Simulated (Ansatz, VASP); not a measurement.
**One calculation of Al2IrAu4, two programs**

```
Al Au Ir
1.0
     0.00000    5.20283    0.00000
     5.20283    0.00000    0.00000
     2.60141    2.60141   -5.24702
Al Au Ir
2 4 1
Cartesian
  2.6014 5.2028 -2.6235
  2.6014 2.6014 0.0000
  4.2399 3.6256 -3.5934
  1.0241 3.5644 -1.6536
  6.1658 6.7801 -3.5934
  4.1787 1.6385 -1.6536
  0.0000 0.0000 0.0000
```

Alike in both runs: functional LDA; k mesh 5 × 5 × 5; no spin polarisation.

Ansatz relaxed the structure, and its values are those at the end. VASP's run is a single point on that final structure, the one shown.

|  | VASP | Ansatz |
| --- | --- | --- |
| version | VASP 6.6.1 | Ansatz 0.2.0 |
| potentials or method | VASP PAW LDA potentials, release 64 (Al, Au, Ir), cutoff 520 eV | PAW plane waves |
| occupations | fermi-dirac, width 0.1 eV | fermi-dirac |
| valence electrons in the cell | 59 | 99 |

|  | VASP | Ansatz | Ansatz less VASP |
| --- | --- | --- | --- |
| pressure (GPa) | -2.7 | -3.1 | -0.34 |
| rms of the force components (eV/Å) | 0.013 | 0.001 | -0.0126 |

LDA's correlation is that of Perdew and Zunger in VASP and of Perdew and Wang (1992) in Ansatz. VASP's potentials hold 59 valence electrons a cell and Ansatz's 99, so a difference there can come from the potentials and not from the codes. Ansatz's warnings: stress scf threshold loose.

Neither program's run includes spin-orbit coupling.
